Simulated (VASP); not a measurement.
# BeS (I-4m2) in VASP: a series of runs, part 2 of 2

VASP 6.6.1. Earlier steps stand in the parts before.

## (3) Single point, PBE (epitaxial xy strain +2.0%)

Input file INCAR:

```
  PREC = Accurate
  ENCUT = 520
  EDIFF = 1E-7
  ISMEAR = 0
  SIGMA = 0.01
  LREAL = F
  LASPH = T
  NELM = 60
  ALGO = Normal
  ISIF = 2
  LWAVE = F
  LCHARG = F
  GGA = PE
  NBANDS = 11
```

Input file KPOINTS:

```
regular mesh
0
Gamma
  6 6 6
```

Input file POSCAR:

```
BeS
1.0
    0.0000000000      2.4829923550      2.3957901011
    2.4829923550      0.0000000000      2.3957901011
    2.4829923550      2.4829923550      0.0000000000
Be S
1 1
Direct
    0.0000000000      0.0000000000      0.0000000000
    0.2500000000      0.2500000000      0.2500000000
```

Potentials or basis: VASP PAW PBE potentials, release 64 (Be, S).

Started as:

```bash
cat potpaw_PBE.64/Be/POTCAR potpaw_PBE.64/S/POTCAR > POTCAR
mpirun -np 1 vasp_std > vasp.out
```

Wall time 5.4 s (1 thread of Intel Xeon 6975P-C (Granite Rapids), shared host); peak memory 0.15 GiB.

Results (log left out):

```yaml
Free_energy: -10.0009 eV
Pressure: -1.7 GPa
Band_gap_on_the_k_mesh: 2.90 eV, indirect (least direct gap 5.47 eV)
```

Stress tensor (GPa, compression positive):
```
-2.75  0.00  0.00
 0.00 -2.75  0.00
 0.00  0.00  0.46
```

Levels at points of the mesh, in eV from the valence-band top:
```
           k point  band 2  band 3  band 4  band 5  band 6  band 7
(0.00, 0.00, 0.00)   -0.17   -0.17    0.00    5.47    5.54    5.59
(0.50, 0.00, 0.00)   -5.68   -1.25   -0.95    5.17    6.30    6.67
(0.50, 0.50, 0.00)   -4.80   -2.82   -2.82    2.90    4.60   12.39
(0.50, 0.00, 0.50)   -5.04   -2.57   -2.51    3.16    4.95   12.25
```

Caveat: the cell differs from its parent crystal (epitaxial xy strain +2.0%). A k mesh can miss the band edges.

## (4) Single point, PBE (epitaxial xy strain -4.0%)

Input file INCAR:

```
PREC     = Accurate       # precision mode
ENCUT    = 520            # plane-wave cutoff, eV
EDIFF    = 1E-7           # SCF threshold, eV
ISMEAR   = -1             # smearing method
SIGMA    = 0.02           # smearing width, eV
LREAL    = F              # projectors in reciprocal space
LASPH    = T              # aspherical terms in the spheres
NELM     = 80             # most SCF steps
ALGO     = Normal         # electronic algorithm
ISIF     = 2              # what is computed and relaxed
LWAVE    = F              # write WAVECAR
LCHARG   = F              # write CHGCAR
GGA      = PE             # functional
NBANDS   = 11             # bands
```

Input file KPOINTS:

```
regular mesh
0
Gamma
  10 10 10
```

Input file POSCAR:

```
BeS
1.0
    0.0000000000      2.3369339811      2.5070809919
    2.3369339811      0.0000000000      2.5070809919
    2.3369339811      2.3369339811      0.0000000000
Be S
1 1
Direct
    0.0000000000      0.0000000000      0.0000000000
    0.2500000000      0.2500000000      0.2500000000
```

Started as:

```bash
cat potpaw_PBE.64/Be/POTCAR potpaw_PBE.64/S/POTCAR > POTCAR
mpirun -np 1 vasp_std > vasp.out
```

Wall time 14 s (1 thread of Intel Xeon 6975P-C (Granite Rapids), shared host); peak memory 0.16 GiB.

The run converged. Its results:

| Property | Result |
| --- | --- |
| Free energy | -9.9545 eV |
| Pressure | 5.8 GPa |
| Band gap on the k mesh | 2.69 eV, indirect (least direct gap 5.51 eV) |

Stress tensor (GPa, compression positive):
```
8.45 0.00 0.00
0.00 8.45 0.00
0.00 0.00 0.54
```

Levels at points of the mesh, in eV from the valence-band top:
| k point | band 1 | band 2 | band 3 | band 4 | band 5 | band 6 | band 7 | band 8 | band 9 |
| --- | --- | --- | --- | --- | --- | --- | --- | --- | --- |
| (0.00, 0.00, 0.00) | -14.12 | -0.44 | 0.00 | 0.00 | 5.51 | 5.51 | 5.60 | 6.05 | 11.84 |
| (0.50, 0.00, 0.00) | -12.39 | -6.20 | -1.59 | -0.88 | 5.08 | 6.50 | 6.74 | 11.29 | 14.64 |
| (0.50, 0.50, 0.00) | -12.05 | -5.69 | -2.53 | -2.53 | 3.29 | 5.17 | 12.93 | 12.93 | 15.31 |
| (0.50, 0.00, 0.50) | -11.68 | -5.21 | -3.17 | -3.05 | 2.69 | 4.53 | 12.50 | 12.89 | 15.67 |

Caveat: the cell differs from its parent crystal (epitaxial xy strain -4.0%). A k mesh can miss the band edges.

## (5) Single point, PBE (epitaxial xy strain -2.0%)

Changes to INCAR since step 4:

```diff
@@ -7,3 +7,3 @@
 LASPH    = T              # aspherical terms in the spheres
-NELM     = 80             # most SCF steps
+NELM     = 60             # most SCF steps
 ALGO     = Normal         # electronic algorithm
```

Input file KPOINTS:

```
Automatic mesh
0
Gamma
  10 10 10
```

Input file POSCAR:

```
BeS
1.0
    0.0000000000      2.3856201057      2.4713416898
    2.3856201057      0.0000000000      2.4713416898
    2.3856201057      2.3856201057      0.0000000000
Be S
1 1
Direct
    0.0000000000      0.0000000000      0.0000000000
    0.2500000000      0.2500000000      0.2500000000
```

Started as:

```bash
cat potpaw_PBE.64/Be/POTCAR potpaw_PBE.64/S/POTCAR > POTCAR
mpirun -np 1 vasp_std > vasp.out
```

Run time: 14 s. Hardware: 1 thread of Intel Xeon 6975P-C (Granite Rapids), shared host; peak memory 0.16 GiB.

Results (log left out):

```
Free energy            : -9.9981 eV
Pressure               : 2.9 GPa
Band gap on the k mesh : 2.92 eV, indirect (least direct gap 5.59 eV)
```

Stress tensor (GPa, compression positive):
```
4.16 0.00 0.00
0.00 4.16 0.00
0.00 0.00 0.48
```

Levels at points of the mesh, in eV from the valence-band top:
```
           k point  band 1  band 2  band 3  band 4  band 5  band 6  band 7  band 8
(0.00, 0.00, 0.00)  -13.85   -0.20    0.00    0.00    5.59    5.59    5.64    5.93
(0.50, 0.00, 0.00)  -12.20   -5.94   -1.29   -0.95    5.36    6.44    6.65   11.21
(0.50, 0.50, 0.00)  -11.76   -5.32   -2.56   -2.56    3.21    5.06   12.82   12.82
(0.50, 0.00, 0.50)  -11.59   -5.08   -2.88   -2.82    2.92    4.73   12.67   12.85
```

Caveat: the cell differs from its parent crystal (epitaxial xy strain -2.0%). A k mesh can miss the band edges.

## (6) Single point, PBE (epitaxial xy strain -1.0%)

Input file INCAR:

```
PREC = Accurate ; ENCUT = 520
EDIFF = 1E-6 ; ISMEAR = -1
SIGMA = 0.02 ; LREAL = False
LASPH = True ; NELM = 80
ALGO = Normal ; ISIF = 2
LWAVE = False ; LCHARG = False
GGA = PE ; NBANDS = 11
```

KPOINTS is that of step 5.

Input file POSCAR:

```
BeS
1.0
    0.0000000000      2.4099631680      2.4530041424
    2.4099631680      0.0000000000      2.4530041424
    2.4099631680      2.4099631680      0.0000000000
Be S
1 1
Direct
    0.0000000000      0.0000000000      0.0000000000
    0.2500000000      0.2500000000      0.2500000000
```

Potentials or basis: VASP PAW PBE potentials, release 64 (Be, S).

Started as:

```bash
cat potpaw_PBE.64/Be/POTCAR potpaw_PBE.64/S/POTCAR > POTCAR
mpirun -np 1 vasp_std > vasp.out
```

OUTCAR:

```text
PREC = Accurate
   ENCUT = 520
   EDIFF = 1E-6
   ISMEAR = -1
   LREAL = False
   LASPH = True
   NELM = 80
   ISIF = 2
   GGA = PE

 ion  position               nearest neighbor table
   1  0.000  0.000  0.000-   2 2.10   2 2.10   2 2.10   2 2.10
   2  0.250  0.250  0.250-   1 2.10   1 2.10   1 2.10   1 2.10

  LATTYP: Found a body centered tetragonal cell.
 ALAT       =     3.4082025970
 C/A-ratio  =     1.4394708487

  Lattice vectors:

 A1 = (  -2.4099631680,   0.0000000000,   2.4530041424)
 A2 = (   2.4099631680,   0.0000000000,   2.4530041424)
 A3 = (   0.0000000000,   2.4099631680,  -2.4530041424)

Analysis of symmetry for initial positions (statically):
=====================================================================
 Subroutine PRICEL returns:
 Original cell was already a primitive cell.

 Routine SETGRP: Setting up the symmetry group for a
 body centered tetragonal supercell.

 Subroutine GETGRP returns: Found  8 space group operations
 (whereof  8 operations were pure point group operations)
 out of a pool of 16 trial point group operations.

[... 172 lines left out ...]
      2       4.1199      2.00000
      3       4.2176      2.00000
      4       4.2176      2.00000
      5       9.8488      0.00000
      6       9.8488      0.00000
      7       9.8729      0.00000
      8      10.0773      0.00000
      9      16.7974      0.00000
     10      17.1967      0.00000
     11      19.0663      0.00000
[... 309 lines left out ...]
 k-point    24 :       0.4000    0.3000    0.0000
  band No.  band energies     occupation
      1      -7.9540      2.00000
      2      -0.0307      2.00000
      3       1.7777      2.00000
      4       2.0796      2.00000
      5       8.3278      0.00000
      6      10.1275      0.00000
      7      14.3145      0.00000
      8      14.4812      0.00000
      9      17.8382      0.00000
     10      19.6145      0.00000
     11      20.9236      0.00000

 [... further k-points ...]

------------------------ aborting loop because EDIFF is reached ----------------------------------------

  FORCE on cell =-STRESS in cart. coord.  units (eV):
  Direction    XX          YY          ZZ          XY          YZ          ZX
  --------------------------------------------------------------------------------------
  -------------------------------------------------------------------------------------
  Total        0.3979910      0.3979910      0.0822152      0.0000000     -0.0000000      0.0000000
  in kB       22.3786965     22.3786965      4.6228925      0.0000000     -0.0000000      0.0000000
  external PRESSURE =      16.4600952 kB  Pullay stress =       0.0000000 kB

 VOLUME and BASIS-vectors are now :
 -----------------------------------------------------------------------------
  energy-cutoff  :      520.00
  volume of cell :       28.49
      direct lattice vectors                 reciprocal lattice vectors
     0.000000000  2.409963168  2.453004142    -0.207472050  0.207472050  0.203831698
     2.409963168  0.000000000  2.453004142     0.207472050 -0.207472050  0.203831698
     2.409963168  2.409963168  0.000000000     0.207472050  0.207472050 -0.203831698

 POSITION                                       TOTAL-FORCE (eV/Angst)
 -----------------------------------------------------------------------------------
      0.00000      0.00000      0.00000        -0.000000     -0.000000     -0.000000
      1.20498      1.20498      1.22650         0.000000      0.000000      0.000000
 -----------------------------------------------------------------------------------
    total drift:                               -0.000000     -0.000000      0.000000

  FREE ENERGIE OF THE ION-ELECTRON SYSTEM (eV)
  ---------------------------------------------------
  free  energy   TOTEN  =       -10.0090445659 eV

  energy  without entropy=      -10.0090445659  energy(sigma->0) =      -10.00904457
```

It took 13 s on 1 thread of Intel Xeon 6975P-C (Granite Rapids), shared host; peak memory 0.16 GiB.

What came out:

```yaml
Free_energy: -10.0090 eV
Pressure: 1.6 GPa
Band_gap_on_the_k_mesh: 3.03 eV, indirect (least direct gap 5.63 eV)
```

Caveat: the cell differs from its parent crystal (epitaxial xy strain -1.0%).

## (7) Summary

| cell | k mesh | smearing | gap on the mesh (eV) | pressure (GPa) |
| --- | --- | --- | --- | --- |
| a = 3.447, b = 3.447, c = 3.477 Å, angles 59.7, 59.7, 60.6°, 2 atoms | 6 × 6 × 6 | gaussian 0.01 eV | 3.01 | -0.6 |
| a = 3.450, b = 3.450, c = 3.511 Å, angles 59.4, 59.4, 61.2°, 2 atoms | 6 × 6 × 6 | gaussian 0.01 eV | 2.90 | -1.7 |
| a = 3.427, b = 3.427, c = 3.305 Å, angles 61.2, 61.2, 57.7°, 2 atoms | 10 × 10 × 10 | fermi-dirac 0.02 eV | 2.69 | 5.8 |
| a = 3.435, b = 3.435, c = 3.374 Å, angles 60.6, 60.6, 58.8°, 2 atoms | 10 × 10 × 10 | fermi-dirac 0.02 eV | 2.92 | 2.9 |
| a = 3.439, b = 3.439, c = 3.408 Å, angles 60.3, 60.3, 59.4°, 2 atoms | 10 × 10 × 10 | fermi-dirac 0.02 eV | 3.03 | 1.6 |

Alike in all rows: task single point; level PBE; potentials or basis VASP PAW PBE potentials, release 64 (Be, S); no spin polarisation; cutoff (eV) 520.

Absolute energies hang on the potentials; compare differences alone.
